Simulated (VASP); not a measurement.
# Cu in VASP: a series of runs, part 2 of 2

VASP 6.6.1. The steps go on from the part before.

## Step 4: Single point, r2SCAN (strained)

The input, POSCAR:

```
Cu
1.0
    0.0000000000      1.7733201750      1.7733201750
    1.7733201750      0.0000000000      1.7733201750
    1.7733201750      1.7733201750      0.0000000000
Cu
1
Direct
    0.0000000000      0.0000000000      0.0000000000
```

The input, INCAR.step1:

```
SYSTEM = Cu
ALGO = Normal
EDIFF = 1E-4
ENCUT = 520
GGA = PE
ISMEAR = 0
LASPH = .True.
LCHARG = .False.
LREAL = .False.
LWAVE = .True.
NBANDS = 12
NELM = 80
PREC = Accurate
SIGMA = 0.1
```

The input, INCAR.step2:

```
SYSTEM = Cu
ALGO = Normal
EDIFF = 1E-6
ENCUT = 520
ISIF = 2
ISMEAR = 0
ISTART = 1
LASPH = .True.
LCHARG = .False.
LMIXTAU = .True.
LREAL = .False.
LWAVE = .False.
METAGGA = R2SCAN
NBANDS = 12
NELM = 80
PREC = Accurate
SIGMA = 0.1
```

The input, KPOINTS:

```
k-points
0
Gamma
  20 20 20
  0 0 0
```

Potentials or basis: VASP PAW PBE potentials, release 64 (Cu).

Started as:

```sh
cat potpaw_PBE.64/Cu/POTCAR > POTCAR
cp INCAR.step1 INCAR
mpirun -np 1 vasp_std > vasp.out
cp INCAR.step2 INCAR
mpirun -np 1 vasp_std > vasp.out
```

OUTCAR:

```text
SYSTEM = Cu
   EDIFF = 1E-6
   ENCUT = 520
   ISIF = 2
   ISMEAR = 0
   ISTART = 1
   LASPH = .True.
   LREAL = .False.
   METAGGA = R2SCAN
   NELM = 80
   PREC = Accurate

 ion  position               nearest neighbor table
   1  0.000  0.000  0.000-

  LATTYP: Found a face centered cubic cell.
 ALAT       =     3.5466403500

  Lattice vectors:

 A1 = (   0.0000000000,   1.7733201750,   1.7733201750)
 A2 = (   1.7733201750,   0.0000000000,   1.7733201750)
 A3 = (   1.7733201750,   1.7733201750,   0.0000000000)

Analysis of symmetry for initial positions (statically):
=====================================================================
 Subroutine PRICEL returns:
 Original cell was already a primitive cell.

 Routine SETGRP: Setting up the symmetry group for a
 face centered cubic supercell.

 Subroutine GETGRP returns: Found 48 space group operations
 (whereof 48 operations were pure point group operations)
 out of a pool of 48 trial point group operations.

The static configuration has the point symmetry O_h .

Analysis of symmetry for dynamics (positions and initial velocities):
[... 159 lines left out ...]
 val. band max:        8.0536403697   @ k =   0.4500   0.3000   0.0000
 cond. band min:       8.1008644129   @ k =   0.5000   0.2500   0.1000
 fundamental gap:      0.0472240432
 Fermi energy:         8.0965851224

 k-point     1 :       0.0000    0.0000    0.0000
  band No.  band energies     occupation
      1      -2.0064      2.00000
      2       4.8020      2.00000
      3       4.8020      2.00000
      4       4.8020      2.00000
      5       5.6957      2.00000
      6       5.6957      2.00000
      7      31.9808      0.00000
      8      35.4746      0.00000
      9      35.4746      0.00000
     10      35.4749      0.00000
     11      37.9240      0.00000
     12      37.9240      0.00000
[... 331 lines left out ...]
 k-point    24 :      -0.3500    0.0500    0.0000
  band No.  band energies     occupation
      1       2.0757      2.00000
      2       4.8175      2.00000
      3       4.8620      2.00000
      4       4.9921      2.00000
      5       6.0547      2.00000
      6       6.3674      2.00000
      7      16.1021      0.00000
      8      29.4199      0.00000
      9      31.9232      0.00000
     10      33.3891      0.00000
     11      35.4568      0.00000
     12      37.3844      0.00000

 [... further k-points ...]
[... 5 lines left out ...]
  --------------------------------------------------------------------------------------
  -------------------------------------------------------------------------------------
  Total        0.3433544      0.3433544      0.3433544      0.0000000      0.0000000      0.0000000
  in kB       49.3243878     49.3243878     49.3243878      0.0000000      0.0000000      0.0000000
  external PRESSURE =      49.3243878 kB  Pullay stress =       0.0000000 kB

 VOLUME and BASIS-vectors are now :
 -----------------------------------------------------------------------------
  energy-cutoff  :      520.00
  volume of cell :       11.15
      direct lattice vectors                 reciprocal lattice vectors
     0.000000000  1.773320175  1.773320175    -0.281956979  0.281956979  0.281956979
     1.773320175  0.000000000  1.773320175     0.281956979 -0.281956979  0.281956979
     1.773320175  1.773320175  0.000000000     0.281956979  0.281956979 -0.281956979

 POSITION                                       TOTAL-FORCE (eV/Angst)
 -----------------------------------------------------------------------------------
      0.00000      0.00000      0.00000         0.000000      0.000000      0.000000
 -----------------------------------------------------------------------------------
    total drift:                                0.000000      0.000000      0.000000

  FREE ENERGIE OF THE ION-ELECTRON SYSTEM (eV)
  ---------------------------------------------------
  free  energy   TOTEN  =       -10.8228361166 eV

  energy  without entropy=      -10.8216683529  energy(sigma->0) =      -10.82225223
```

OUTCAR.step1:

```text
SYSTEM = Cu
   EDIFF = 1E-4
   ENCUT = 520
   GGA = PE
   ISMEAR = 0
   LASPH = .True.
[... 577 lines left out ...]
 -----------------------------------------------------------------------------------
      0.00000      0.00000      0.00000         0.000000     -0.000000      0.000000
 -----------------------------------------------------------------------------------
    total drift:                                0.000000     -0.000000      0.000000

  FREE ENERGIE OF THE ION-ELECTRON SYSTEM (eV)
  ---------------------------------------------------
  free  energy   TOTEN  =        -3.6990242669 eV

  energy  without entropy=       -3.6977663865  energy(sigma->0) =       -3.69839533
```

OSZICAR.step1:

```text
N       E                     dE             d eps       ncg     rms          rms(c)
DAV:   1     0.418745783533E+02    0.41875E+02   -0.54617E+03  7020   0.157E+03
DAV:   2    -0.328365218629E+01   -0.45158E+02   -0.41643E+02  6308   0.206E+02
DAV:   3    -0.461505433991E+01   -0.13314E+01   -0.13208E+01  7204   0.397E+01
DAV:   4    -0.462321297518E+01   -0.81586E-02   -0.81576E-02  7024   0.273E+00
DAV:   5    -0.462328702308E+01   -0.74048E-04   -0.74048E-04  7272   0.264E-01    0.774E+00
DAV:   6    -0.403533906945E+01    0.58795E+00   -0.13668E+01  7320   0.711E+01    0.357E+00
DAV:   7    -0.371365947892E+01    0.32168E+00   -0.20448E+00  7324   0.273E+01    0.650E-01
DAV:   8    -0.370015134733E+01    0.13508E-01   -0.48262E-03  7920   0.744E-01    0.252E-01
DAV:   9    -0.369901975511E+01    0.11316E-02   -0.66274E-03  7528   0.143E+00    0.265E-02
DAV:  10    -0.369902426689E+01   -0.45118E-05   -0.20835E-05  4036   0.817E-02
   1 F= -.36990243E+01 E0= -.36983953E+01  d E =-.125788E-02
```

It took 1.9 min on 1 thread of Intel Xeon 6975P-C, shared host; peak memory 0.15 GiB.

Results:

| Item | Value |
| --- | --- |
| Free energy | -10.8228 eV |
| Pressure | 4.9 GPa |

Caveat: the cell differs from its parent crystal (strained); the PAW data sets were made with another functional, which shifts forces and pressure a little.

## Step 5: Single point, r2SCAN (strained)

The input, POSCAR:

```
Cu
1.0
    0.0000000000      1.8766730250      1.8766730250
    1.8766730250      0.0000000000      1.8766730250
    1.8766730250      1.8766730250      0.0000000000
Cu
1
Direct
    0.0000000000      0.0000000000      0.0000000000
```

The input, INCAR.step1:

```
  PREC = Accurate
  ENCUT = 520
  ISMEAR = 0
  SIGMA = 0.1
  LREAL = False
  LASPH = True
  NELM = 100
  NBANDS = 12
  GGA = PE
  ALGO = Normal
  EDIFF = 1E-4
  LWAVE = True
  LCHARG = False
```

The input, INCAR.step2:

```
  PREC = Accurate
  ENCUT = 520
  EDIFF = 1E-7
  ISMEAR = 0
  SIGMA = 0.1
  LREAL = False
  LASPH = True
  NELM = 100
  ALGO = Normal
  ISIF = 2
  LWAVE = False
  LCHARG = True
  METAGGA = R2SCAN
  LMIXTAU = True
  LELF = True
  LVHAR = True
  NBANDS = 12
  ISTART = 1
```

The input, KPOINTS:

```
regular mesh
0
Gamma
  20 20 20
```

Started as:

```sh
cat potpaw_PBE.64/Cu/POTCAR > POTCAR
cp INCAR.step1 INCAR
mpirun -np 1 vasp_std > vasp.out
cp INCAR.step2 INCAR
mpirun -np 1 vasp_std > vasp.out
```

Run time: 2 min. Hardware: 1 thread of Intel Xeon 6975P-C, shared host; peak memory 0.16 GiB.

Results (log left out):

| Property | Result |
| --- | --- |
| Free energy | -10.7314 eV |
| Pressure | -15.8 GPa |

Levels at points of the mesh, in eV from the Fermi level:
```
           k point  band 4  band 5  band 6  band 7  band 8  band 9
(0.00, 0.00, 0.00)   -2.78   -2.10   -2.10   22.46   24.61   24.61
(0.50, 0.00, 0.00)   -1.61   -1.61   -0.69    3.44   21.03   21.39
(0.50, 0.50, 0.00)   -1.48   -1.48    1.69    6.69   12.90   12.90
```

Caveat: the cell differs from its parent crystal (strained); the PAW data sets were made with another functional, which shifts forces and pressure a little.

## Step 6: Single point, r2SCAN (the cell strained at random)

The input, POSCAR:

```
Cu
1.0
    0.0079168500      1.8727869000      1.8700575750
    1.8664968000      0.0077180250      1.8702564000
    1.8766549500      1.8831438750     -0.0024401250
Cu
1
Direct
    0.0000000000      0.0000000000      0.0000000000
```

The input, INCAR.step1:

```
PREC     = Accurate       # precision mode
ENCUT    = 520            # plane-wave cutoff, eV
ISMEAR   = 0              # smearing method
SIGMA    = 0.1            # smearing width, eV
LREAL    = F              # projectors in reciprocal space
LASPH    = T              # aspherical terms in the spheres
NELM     = 60             # most SCF steps
NBANDS   = 12             # bands
GGA      = PE             # functional
ALGO     = Normal         # electronic algorithm
EDIFF    = 1E-4           # SCF threshold, eV
LWAVE    = T              # write WAVECAR
LCHARG   = F              # write CHGCAR
```

The input, INCAR.step2:

```
PREC     = Accurate       # precision mode
ENCUT    = 520            # plane-wave cutoff, eV
EDIFF    = 1E-6           # SCF threshold, eV
ISMEAR   = 0              # smearing method
SIGMA    = 0.1            # smearing width, eV
LREAL    = F              # projectors in reciprocal space
LASPH    = T              # aspherical terms in the spheres
NELM     = 60             # most SCF steps
ALGO     = Normal         # electronic algorithm
ISIF     = 2              # what is computed and relaxed
LWAVE    = F              # write WAVECAR
LCHARG   = T              # write CHGCAR
METAGGA  = R2SCAN         # meta-GGA
LMIXTAU  = T            
LELF     = T              # ELF
LVHAR    = T            
NBANDS   = 12             # bands
ISTART   = 1
```

The input, KPOINTS:

```
regular mesh
0
Gamma
  16 16 16
```

Potentials or basis: VASP PAW PBE potentials, release 64 (Cu).

Started as:

```sh
cat potpaw_PBE.64/Cu/POTCAR > POTCAR
cp INCAR.step1 INCAR
mpirun -np 1 vasp_std > vasp.out
cp INCAR.step2 INCAR
mpirun -np 1 vasp_std > vasp.out
```

Run time: 14 min. Hardware: 1 thread of Intel Xeon 6975P-C, shared host; peak memory 0.4 GiB.

The run converged. Its results:

```yaml
Free_energy: -10.7422 eV
Pressure: -15.1 GPa
```

Stress tensor (GPa, compression positive):
```
-15.14  -0.58   0.06
 -0.58 -15.15   0.07
  0.06   0.07 -15.16
```

Levels at points of the mesh, in eV from the Fermi level:
| k point | band 2 | band 3 | band 4 | band 5 | band 6 | band 7 | band 8 | band 9 |
| --- | --- | --- | --- | --- | --- | --- | --- | --- |
| (0.00, 0.00, 0.00) | -2.80 | -2.78 | -2.75 | -2.09 | -2.08 | 22.55 | 24.55 | 24.81 |
| (0.50, 0.00, 0.00) | -2.84 | -2.79 | -1.59 | -1.57 | -0.64 | 3.59 | 21.02 | 21.41 |
| (0.00, 0.50, 0.00) | -2.84 | -2.80 | -1.59 | -1.57 | -0.65 | 3.58 | 21.05 | 21.41 |
| (0.50, 0.50, 0.00) | -4.00 | -1.61 | -1.46 | -1.45 | 1.71 | 6.78 | 12.78 | 13.23 |
| (0.00, 0.00, 0.50) | -2.83 | -2.79 | -1.59 | -1.58 | -0.74 | 3.44 | 21.20 | 21.63 |
| (0.50, 0.00, 0.50) | -4.00 | -1.61 | -1.45 | -1.45 | 1.68 | 6.74 | 13.01 | 13.06 |
| (0.00, 0.50, 0.50) | -4.00 | -1.61 | -1.45 | -1.45 | 1.75 | 6.83 | 12.92 | 12.99 |
| (0.50, 0.50, 0.50) | -2.84 | -2.79 | -1.59 | -1.58 | -0.72 | 3.47 | 21.15 | 21.57 |

Caveat: the cell differs from its parent crystal (the cell strained at random); the PAW data sets were made with another functional, which shifts forces and pressure a little.

## Step 7: Overview

```tsv
cell	k mesh	gap on the mesh (eV)	pressure (GPa)
a = 2.579 Å, angles 60.0°, 1 atom	20 × 20 × 20	none	-7.6
a = 2.611 Å, angles 60.0°, 1 atom	20 × 20 × 20	none	-11.7
a = 2.508 Å, angles 60.0°, 1 atom	20 × 20 × 20	none	4.9
a = 2.654 Å, angles 60.0°, 1 atom	20 × 20 × 20	none	-15.8
a = 2.647, b = 2.642, c = 2.659 Å, angles 60.0, 59.8, 59.7°, 1 atom	16 × 16 × 16	none	-15.1
```

Alike in all rows: task single point; level r2SCAN; potentials or basis VASP PAW PBE potentials, release 64 (Cu); no spin polarisation; cutoff (eV) 520; smearing gaussian 0.1 eV.

Caveats: the PAW data sets were made with another functional, which shifts forces and pressure a little.

Total energies depend on the potentials used, so only differences within one code and one set of settings carry meaning.
